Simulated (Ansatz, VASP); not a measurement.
**One calculation of Ti3Si, two programs**

```
Ti Si
1.0
     0.00000    3.14436    3.14436
     3.14436    0.00000    3.14436
     3.14436    3.14436    0.00000
Ti Si
3 1
Cartesian
  4.7165 4.7165 4.7165
  1.5722 1.5722 1.5722
  0.0000 0.0000 0.0000
  3.1444 3.1444 3.1444
```

Alike in both runs: task single point; functional r2SCAN; k mesh 8 × 8 × 8; occupations methfessel-paxton of order 1, width 0.15 eV; no spin polarisation.

|  | VASP | Ansatz |
| --- | --- | --- |
| version | VASP 6.6.1 | Ansatz 0.2.0 |
| potentials or method | VASP PAW PBE potentials, release 64 (Ti_sv, Si) | plane waves, norm-conserving potentials |
| plane-wave cutoff (eV) | 520 | 1143 |
| valence electrons in the cell | 40 | 40 |

Ansatz gave:

* pressure (GPa): -2.1

Which values does VASP return?

Pressure (GPa): -1.7.

VASP's potentials were made for PBE, not for r2SCAN.
